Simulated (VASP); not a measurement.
# Cd3Ga2O (P-6m2) in VASP: single point with PBE

Aim: the single point of Cd3Ga2O with PBE.

Everything below comes from runs of VASP 6.6.1. Logs are shortened: lines on timing, memory, paths and dates and some standing lists are left out, and cuts for length are marked.

## Step 1: The cell of the first run

The structure is hexagonal, space group P-6m2 (No. 187). The conventional cell has a = 4.116 Å, b = 4.116 Å, c = 7.694 Å, α = 90.00°, β = 90.00°, γ = 120.00°. Within 3.2 Å of Cd (site symmetry -6m2) lie 3 Cd at 2.38 Å and 6 Ga at 3.13 Å. Within 3.1 Å of Cd (site symmetry -6m2) lie 3 O at 2.38 Å and 6 Ga at 2.99 Å. Within 3.2 Å of Cd (site symmetry -6m2) lie 3 Cd at 2.38 Å and 6 Ga at 3.13 Å. Within 3.9 Å of Ga (site symmetry 3m) lie 9 Cd at 2.99 to 3.13 Å and 3 O at 2.99 Å and 1 Ga at 3.62 Å. Within 3.1 Å of O (site symmetry -6m2) lie 3 Cd at 2.38 Å and 6 Ga at 2.99 Å.

The cell was generated, and may not be a known phase.

## Step 2: Single point, PBE

File INCAR:

```
SYSTEM = Cd3Ga2O
PREC = Accurate ; ENCUT = 700
EDIFF = 1E-6 ; ISMEAR = 0
SIGMA = 0.1 ; LREAL = .FALSE.
LASPH = .TRUE. ; NELM = 120
ALGO = Normal ; ISIF = 2
LWAVE = .FALSE. ; LCHARG = .FALSE.
GGA = PE ; NBANDS = 55
GGA_COMPAT = .FALSE.
```

File KPOINTS:

```
regular mesh
0
G
  6 6 2
  0 0 0
```

File POSCAR:

```
Cd3Ga2O
1.0
    4.1163043200      0.0000000000      0.0000000000
   -2.0581521600      3.5648241100      0.0000000000
    0.0000000000      0.0000000000      7.6936687000
Cd Ga O
3 2 1
Direct
    0.0000000000      0.0000000000      0.5000000000
    0.3333333300      0.6666666700      0.0000000000
    0.3333333300      0.6666666700      0.5000000000
    0.6666666700      0.3333333300      0.2354539900
    0.6666666700      0.3333333300      0.7645460100
    0.0000000000      0.0000000000      0.0000000000
```

Potentials or basis: VASP PAW PBE potentials, release 64 (Cd_sv_GW, Ga_d, O).

Run with:

```sh
cat potpaw_PBE.64/Cd_sv_GW/POTCAR potpaw_PBE.64/Ga_d/POTCAR potpaw_PBE.64/O/POTCAR > POTCAR
mpirun -np 1 vasp_std > vasp.out
```

OUTCAR:

```text
SYSTEM = Cd3Ga2O
   PREC = Accurate
   ENCUT = 700
   EDIFF = 1E-6
   ISMEAR = 0
   LREAL = .FALSE.
   LASPH = .TRUE.
   NELM = 120
   ISIF = 2
   GGA = PE

 ion  position               nearest neighbor table
   1  0.000  0.000  0.500-   3 2.38   3 2.38   3 2.38
   2  0.333  0.667  0.000-
   3  0.333  0.667  0.500-   1 2.38   1 2.38   1 2.38
   4  0.667  0.333  0.235-
   5  0.667  0.333  0.765-
   6  0.000  0.000  0.000-

  LATTYP: Found a hexagonal cell.
 ALAT       =     4.1163043200
 C/A-ratio  =     1.8690718912

  Lattice vectors:

 A1 = (   4.1163043200,   0.0000000000,   0.0000000000)
 A2 = (  -2.0581521600,   3.5648241100,   0.0000000000)
 A3 = (   0.0000000000,   0.0000000000,   7.6936687000)

Analysis of symmetry for initial positions (statically):
=====================================================================
 Subroutine PRICEL returns:
 Original cell was already a primitive cell.

 Routine SETGRP: Setting up the symmetry group for a
 hexagonal supercell.

 Subroutine GETGRP returns: Found 12 space group operations
 (whereof 12 operations were pure point group operations)
 out of a pool of 24 trial point group operations.

The static configuration has the point symmetry D_3h.

Analysis of symmetry for dynamics (positions and initial velocities):
=====================================================================
 Subroutine PRICEL returns:
 Original cell was already a primitive cell.

 Routine SETGRP: Setting up the symmetry group for a
 hexagonal supercell.

 Subroutine GETGRP returns: Found 12 space group operations
 (whereof 12 operations were pure point group operations)
 out of a pool of 24 trial point group operations.

The dynamic configuration has the point symmetry D_3h.

 Subroutine INISYM returns: Found 12 space group operations
 (whereof 12 operations are pure point group operations),
 and found     1 'primitive' translations

----------------------------------------------------------------------------------------

                                     Primitive cell

  volume of cell :     112.8961

  direct lattice vectors                    reciprocal lattice vectors
     4.116304320  0.000000000  0.000000000     0.242936363  0.140259375  0.000000000
    -2.058152160  3.564824110  0.000000000     0.000000000  0.280518749  0.000000000
     0.000000000  0.000000000  7.693668700     0.000000000  0.000000000  0.129977003

  length of vectors
     4.116304320  4.116304319  7.693668700     0.280518749  0.280518749  0.129977003

  position of ions in fractional coordinates (direct lattice)
     0.000000000  0.000000000  0.500000000
     0.333333330  0.666666670  0.000000000
     0.333333330  0.666666670  0.500000000
     0.666666670  0.333333330  0.235453990
     0.666666670  0.333333330  0.764546010
     0.000000000  0.000000000  0.000000000

  ion indices of the primitive-cell ions
   primitive index   ion index
                 1           1
                 2           2
                 3           3
                 4           4
                 5           5
                 6           6

----------------------------------------------------------------------------------------

 KPOINTS: regular mesh

Automatic generation of k-mesh.
 Grid dimensions read from file:
 generate k-points for:    6    6    2

 Generating k-lattice:

  Cartesian coordinates                     Fractional coordinates (reciprocal lattice)
     0.040489394  0.023376562  0.000000000     0.166666667  0.000000000  0.000000000
     0.000000000  0.046753125  0.000000000     0.000000000  0.166666667  0.000000000
     0.000000000  0.000000000  0.064988502     0.000000000  0.000000000  0.500000000

  Length of vectors
     0.046753125  0.046753125  0.064988502

  Shift w.r.t. Gamma in fractional coordinates (k-lattice)
     0.000000000  0.000000000  0.000000000

 Subroutine IBZKPT returns following result:
 ===========================================

 Found     14 irreducible k-points:

 Following reciprocal coordinates:
            Coordinates               Weight
  0.000000  0.000000  0.000000      1.000000
  0.166667  0.000000  0.000000      6.000000
  0.333333  0.000000  0.000000      6.000000
  0.500000  0.000000  0.000000      3.000000
  0.166667  0.166667  0.000000      6.000000
  0.333333  0.166667  0.000000     12.000000
  0.333333  0.333333  0.000000      2.000000
  0.000000  0.000000  0.500000      1.000000
  0.166667  0.000000  0.500000      6.000000
  0.333333  0.000000  0.500000      6.000000
  0.500000  0.000000  0.500000      3.000000
  0.166667  0.166667  0.500000      6.000000
  0.333333  0.166667  0.500000     12.000000
  0.333333  0.333333  0.500000      2.000000
   k-points           NKPTS =     14   k-points in BZ     NKDIM =     14   number of bands    NBANDS=     55
   number of dos      NEDOS =    301   number of ions     NIONS =      6
   total plane-waves  NPLWV =  90720
   dimension x,y,z NGX =    36 NGY =   36 NGZ =   70
   dimension x,y,z NGXF=    72 NGYF=   72 NGZF=  140
   ions per type =               3   2   1
   NGX,Y,Z   is equivalent  to a cutoff of  14.54, 14.54, 15.13 a.u.
   NGXF,Y,Z  is equivalent  to a cutoff of  29.08, 29.08, 30.25 a.u.
 SYSTEM =  Cd3Ga2O
   PREC   = accura    normal or accurate (medium, high low for compatibility)
   ISTART =      0    job   : 0-new  1-cont  2-samecut
   ICHARG =      2    charge: 1-file 2-atom 10-const
   ISPIN  =      1    spin polarized calculation?
   LNONCOLLINEAR =      F non collinear calculations
   LSORBIT =      F    spin-orbit coupling
   LASPH  =      T    aspherical Exc in radial PAW
   ENCUT  =  700.0 eV  51.45 Ry    7.17 a.u.   8.88  8.88 16.60*2*pi/ulx,y,z
   NELM   =    120;   NELMIN=  2; NELMDL= -5     # of ELM steps
   EDIFF  = 0.1E-05   stopping-criterion for ELM
   LREAL  =      F    real-space projection
   EDIFFG = 0.1E-04   stopping-criterion for IOM
   NSW    =      0    number of steps for IOM
   IBRION =     -1    ionic relax: 0-MD 1-quasi-New 2-CG
   NFREE  =      0    steps in history (QN), initial steepest desc. (CG)
   ISIF   =      2    stress and relaxation
   ISYM   =      2    0-nonsym 1-usesym 2-fastsym
   POTIM  = 0.5000    time-step for ionic-motion
   TEBEG  =    0.0;   TEEND  =   0.0 temperature during run
   PSTRESS=    0.0 pullay stress
   NELECT =      92.0000    total number of electrons
   NUPDOWN=      -1.0000    fix difference up-down
   EMIN   =  10.00;   EMAX   =-10.00  energy-range for DOS
   EFERMI =   0.00;   METHOD = LEGACY
   ISMEAR =     0;   SIGMA  =   0.10  broadening in eV -4-tet -1-fermi 0-gaus
   EFERMI_NEDOS =   21; number of points for ismear=-14 and -15
   IALGO  =     38    algorithm
   IMIX   =      4    mixing-type and parameters
     AMIX     =   0.40;   BMIX     =  1.00
     AMIX_MAG =   1.60;   BMIX_MAG =  1.00
  volume/ion in A,a.u.               =      18.82       126.98
  Fermi-wavevector in a.u.,A,eV,Ry     =   1.529130  2.889637 31.813668  2.338239
  Thomas-Fermi vector in A             =   2.636793
   LORBIT       =      0    0 simple, 1 ext, 2 COOP (PROOUT), +10 PAW based schemes
   GGA     = PE    functional components
   LHFCALC =     F    Hartree Fock is set to
   AEXX    =    0.0000 exact exchange contribution
   IVDW    =     0    specifies the selected vdW correction
   LEPSILON=     F    determine dielectric tensor
   LRPA    =     F    only Hartree local field effects (RPA)
 non-spin polarized calculation
 Gauss-broadening in eV      SIGMA  =   0.10
  energy-cutoff  :      700.00
  volume of cell :      112.90
 maximum number of plane-waves:      4770
 NGX is ok and might be reduce to    36
   NGX = 17   NGY = 17   NGZ = 33

 number of electron      91.9999993 magnetization

 Free energy of the ion-electron system (eV)
  ---------------------------------------------------
  ext. energy  EPLUGINS =         0.00000000
  ---------------------------------------------------
  free energy    TOTEN  =       -11.14658835 eV

  energy without entropy =      -11.13540449  energy(sigma->0) =      -11.14099642

 E-fermi :   5.4348     XC(G=0): -10.9920

 val. band max:        5.3904313051   @ k =   0.3333   0.3333   0.5000
 cond. band min:       5.4498632216   @ k =   0.3333   0.3333   0.5000
 fundamental gap:      0.0594319165
 Fermi energy:         5.4348400837

 k-point     1 :       0.0000    0.0000    0.0000
  band No.  band energies     occupation
      1     -98.0747      2.00000
      2     -97.9945      2.00000
      3     -96.9969      2.00000
      4     -59.3065      2.00000
      5     -59.3065      2.00000
      6     -59.0249      2.00000
[... 47 lines left out ...]
     54      11.2498      0.00000
     55      11.5890      0.00000

 k-point     2 :       0.1667    0.0000    0.0000
  band No.  band energies     occupation
      1     -98.0700      2.00000
      2     -97.9993      2.00000
      3     -96.9969      2.00000
      4     -59.3125      2.00000
      5     -59.2897      2.00000
      6     -59.0208      2.00000
[... 47 lines left out ...]
     54      11.7290      0.00000
     55      12.3995      0.00000

 k-point     3 :       0.3333    0.0000    0.0000
  band No.  band energies     occupation
      1     -98.0579      2.00000
      2     -98.0115      2.00000
      3     -96.9969      2.00000
      4     -59.3240      2.00000
      5     -59.2486      2.00000
      6     -59.0342      2.00000
[... 47 lines left out ...]
     54      10.7894      0.00000
     55      12.7146      0.00000

 k-point     4 :       0.5000    0.0000    0.0000
  band No.  band energies     occupation
      1     -98.0482      2.00000
      2     -98.0212      2.00000
      3     -96.9969      2.00000
      4     -59.3295      2.00000
      5     -59.2202      2.00000
      6     -59.0629      2.00000
[... 47 lines left out ...]
     54      11.0672      0.00000
     55      12.3121      0.00000

 k-point     5 :       0.1667    0.1667    0.0000
  band No.  band energies     occupation
      1     -98.0614      2.00000
      2     -98.0079      2.00000
      3     -96.9969      2.00000
      4     -59.3233      2.00000
      5     -59.2570      2.00000
      6     -59.0256      2.00000
[... 47 lines left out ...]
     54      12.1558      0.00000
     55      12.3452      0.00000

 k-point     6 :       0.3333    0.1667    0.0000
  band No.  band energies     occupation
      1     -98.0482      2.00000
      2     -98.0212      2.00000
      3     -96.9969      2.00000
      4     -59.3343      2.00000
      5     -59.2075      2.00000
      6     -59.0756      2.00000
[... 47 lines left out ...]
     54      11.7887      0.00000
     55      12.3840      0.00000

 k-point     7 :       0.3333    0.3333    0.0000
  band No.  band energies     occupation
      1     -98.0369      2.00000
      2     -98.0325      2.00000
      3     -96.9969      2.00000
      4     -59.3412      2.00000
      5     -59.1457      2.00000
      6     -59.1375      2.00000
[... 47 lines left out ...]
     54      12.3304      0.00000
     55      13.4957      0.00000

 k-point     8 :       0.0000    0.0000    0.5000
  band No.  band energies     occupation
      1     -98.0747      2.00000
      2     -97.9946      2.00000
      3     -96.9969      2.00000
      4     -59.3065      2.00000
      5     -59.3065      2.00000
      6     -59.0249      2.00000
[... 47 lines left out ...]
     54      12.5623      0.00000
     55      13.3403      0.00000

 k-point     9 :       0.1667    0.0000    0.5000
  band No.  band energies     occupation
      1     -98.0700      2.00000
      2     -97.9993      2.00000
      3     -96.9969      2.00000
      4     -59.3125      2.00000
      5     -59.2897      2.00000
      6     -59.0208      2.00000
[... 47 lines left out ...]
     54      12.1386      0.00000
     55      12.8600      0.00000

 k-point    10 :       0.3333    0.0000    0.5000
  band No.  band energies     occupation
      1     -98.0578      2.00000
      2     -98.0115      2.00000
      3     -96.9969      2.00000
      4     -59.3240      2.00000
      5     -59.2486      2.00000
      6     -59.0342      2.00000
[... 47 lines left out ...]
     54      11.3093      0.00000
     55      13.4615      0.00000

 k-point    11 :       0.5000    0.0000    0.5000
  band No.  band energies     occupation
      1     -98.0482      2.00000
      2     -98.0212      2.00000
      3     -96.9969      2.00000
      4     -59.3295      2.00000
      5     -59.2201      2.00000
      6     -59.0629      2.00000
[... 47 lines left out ...]
     54      11.1571      0.00000
     55      13.7507      0.00000

 k-point    12 :       0.1667    0.1667    0.5000
  band No.  band energies     occupation
      1     -98.0614      2.00000
      2     -98.0079      2.00000
      3     -96.9969      2.00000
      4     -59.3233      2.00000
      5     -59.2570      2.00000
      6     -59.0256      2.00000
[... 47 lines left out ...]
     54      12.0046      0.00000
     55      12.7581      0.00000

 k-point    13 :       0.3333    0.1667    0.5000
  band No.  band energies     occupation
      1     -98.0482      2.00000
      2     -98.0212      2.00000
      3     -96.9969      2.00000
      4     -59.3343      2.00000
      5     -59.2075      2.00000
      6     -59.0756      2.00000
[... 47 lines left out ...]
     54      11.5645      0.00000
     55      13.1795      0.00000

 k-point    14 :       0.3333    0.3333    0.5000
  band No.  band energies     occupation
      1     -98.0369      2.00000
      2     -98.0325      2.00000
      3     -96.9969      2.00000
      4     -59.3412      2.00000
      5     -59.1457      2.00000
      6     -59.1375      2.00000
[... 47 lines left out ...]
     54      13.3220      0.00000
     55      14.0806      0.00000

------------------------ aborting loop because EDIFF is reached ----------------------------------------

  FORCE on cell =-STRESS in cart. coord.  units (eV):
  Direction    XX          YY          ZZ          XY          YZ          ZX
  --------------------------------------------------------------------------------------
  -------------------------------------------------------------------------------------
  Total       12.1352847     12.1352847      2.2380860      0.0000000     -0.0000000      0.0000000
  in kB      172.2191689    172.2191688     31.7620333      0.0000000     -0.0000000      0.0000000
  external PRESSURE =     125.4001237 kB  Pullay stress =       0.0000000 kB

 VOLUME and BASIS-vectors are now :
 -----------------------------------------------------------------------------
  energy-cutoff  :      700.00
  volume of cell :      112.90
      direct lattice vectors                 reciprocal lattice vectors
     4.116304320  0.000000000  0.000000000     0.242936363  0.140259375  0.000000000
    -2.058152160  3.564824110  0.000000000     0.000000000  0.280518749  0.000000000
     0.000000000  0.000000000  7.693668700     0.000000000  0.000000000  0.129977003

 POSITION                                       TOTAL-FORCE (eV/Angst)
 -----------------------------------------------------------------------------------
      0.00000      0.00000      3.84683        -0.000000     -0.000000      0.000000
     -0.00000      2.37655      0.00000         0.000000      0.000000      0.000000
     -0.00000      2.37655      3.84683        -0.000000     -0.000000      0.000000
      2.05815      1.18827      1.81150        -0.000000     -0.000000      0.004497
      2.05815      1.18827      5.88216        -0.000000     -0.000000     -0.004497
      0.00000      0.00000      0.00000        -0.000000     -0.000000      0.000000
 -----------------------------------------------------------------------------------
    total drift:                                0.000185     -0.000107      0.000000

  FREE ENERGIE OF THE ION-ELECTRON SYSTEM (eV)
  ---------------------------------------------------
  free  energy   TOTEN  =       -11.1465883494 eV

  energy  without entropy=      -11.1354044889  energy(sigma->0) =      -11.14099642
```

It took 2 min on 1 thread of Intel Xeon Platinum 8488C (Sapphire Rapids), shared host; peak memory 0.37 GiB.

What came out:

```
Free energy            : -11.1466 eV
Pressure               : 12.5 GPa
Largest force          : 0.004 eV/Å
Band gap on the k mesh : zero (bands 46 and 47 overlap by 3.77 eV)
```

Forces in eV/Å, atoms in the order of the input:
```
Cd   0.000  0.000  0.000
Cd   0.000  0.000  0.000
Cd   0.000  0.000  0.000
Ga   0.000  0.000  0.004
Ga   0.000  0.000 -0.004
O    0.000  0.000  0.000
```

Caveat: the k points lie up to 0.41 Å⁻¹ apart, too coarse for converged energies and pressures of a metal.

The gap in the log of VASP goes by the Fermi energy; the results here count the filled bands.